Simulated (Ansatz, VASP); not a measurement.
# Two plane-wave programs on AlN

Contents of INCAR:

```
SYSTEM = AlN
PREC = Accurate
ENCUT = 520
EDIFF = 1E-6
ISMEAR = 0
SIGMA = 0.05
LREAL = .FALSE.
LASPH = .TRUE.
NELM = 60
ALGO = Normal
ISIF = 2
LWAVE = .FALSE.
LCHARG = .FALSE.
GGA = PE
NBANDS = 11
```

The input KPOINTS:

```
regular mesh
0
G
  10 10 10
  0 0 0
```

The input POSCAR:

```
AlN
1.0
    0.1576297743      2.0019719075      2.0019719075
    2.0019719075      0.1576297743      2.0019719075
    2.0019719075      2.0019719075      0.1576297743
Al N
1 1
Direct
    0.5000000000      0.5000000000      0.5000000000
    0.0000000000      0.0000000000      0.0000000000
```

Input for Ansatz:

```yaml
crystal:
  lattice:
    - [0.1576297743, 2.0019719075, 2.0019719075]
    - [2.0019719075, 0.1576297743, 2.0019719075]
    - [2.0019719075, 2.0019719075, 0.1576297743]
  atoms:
    - { symbol: Al, position: [0.5, 0.5, 0.5] }
    - { symbol: "N", position: [0.0, 0.0, 0.0] }
basis:
  ecutwfc: 520.0
kpoints:
  mp_grid: { grid: [10, 10, 10] }
hamiltonian:
  xc: pbe
  pseudopotentials: { kind: paw, azcp: { folder: soft_1 } }
scf:
  occupations: { method: gaussian, width: 0.05 }
output:
  forces: true
  stress: true
  eigenvalues: true
```

Alike in both runs: task single point; functional PBE; k mesh 10 × 10 × 10; occupations gaussian, width 0.05 eV; no spin polarisation.

|  | VASP | Ansatz |
| --- | --- | --- |
| version | VASP 6.6.1 | Ansatz 0.2.0 |
| potentials or method | VASP PAW PBE potentials, release 64 (Al, N), cutoff 520 eV | scalar-relativistic, plane waves, PAW |
| valence electrons in the cell | 8 | 8 |

Ansatz gave:

| Quantity | Value |
| --- | --- |
| gap on the k mesh at the Fermi level (eV) | 3.34 |
| least direct gap on the mesh (eV) | 5.70 |

Estimate VASP's values.

gap on the k mesh at the Fermi level (eV): 3.34; least direct gap on the mesh (eV): 5.72.

The functional is the same, so the differences come from potentials, cutoffs and numerics.
